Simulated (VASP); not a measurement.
Here is a VASP 6.6.1 calculation.

The input INCAR:

```
SYSTEM = Co
PREC = Accurate ; ENCUT = 520
EDIFF = 1E-6 ; ISMEAR = -1
SIGMA = 0.05 ; LREAL = .FALSE.
LASPH = .TRUE. ; NELM = 150
ALGO = Normal ; ISIF = 2
LWAVE = .FALSE. ; LCHARG = .FALSE.
ISPIN = 2 ; MAGMOM = 2 2
LORBIT = 11 ; LMAXMIX = 4
GGA = PE ; NBANDS = 20
```

The input KPOINTS:

```
regular mesh
0
G
  21 21 11
  0 0 0
```

POSCAR

```
Co
1.0
    2.5054000000      0.0000000000      0.0000000000
   -1.2527000000      2.1697400466      0.0000000000
    0.0000000000      0.0000000000      3.9666210000
Co
2
Direct
    0.3333333333      0.6666666667      0.2500000000
    0.6666666667      0.3333333333      0.7500000000
```

Potentials or basis: VASP PAW PBE potentials, release 64 (Co).

Run with:

```sh
$ cat potpaw_PBE.64/Co/POTCAR > POTCAR
$ mpirun -np 1 vasp_std > vasp.out
```

What does it give for the pressure?

0.8 GPa.

Estimate the net moment.

3.17 μB per cell.

Estimate the site moments.

Co +1.61 μB.

Stress tensor (GPa, compression positive):
```
-1.20  0.00  0.00
 0.00 -1.20  0.00
 0.00  0.00  4.76
```

Caveat: the cell differs from its parent crystal (z stretched by -3 %, then relaxed in part).
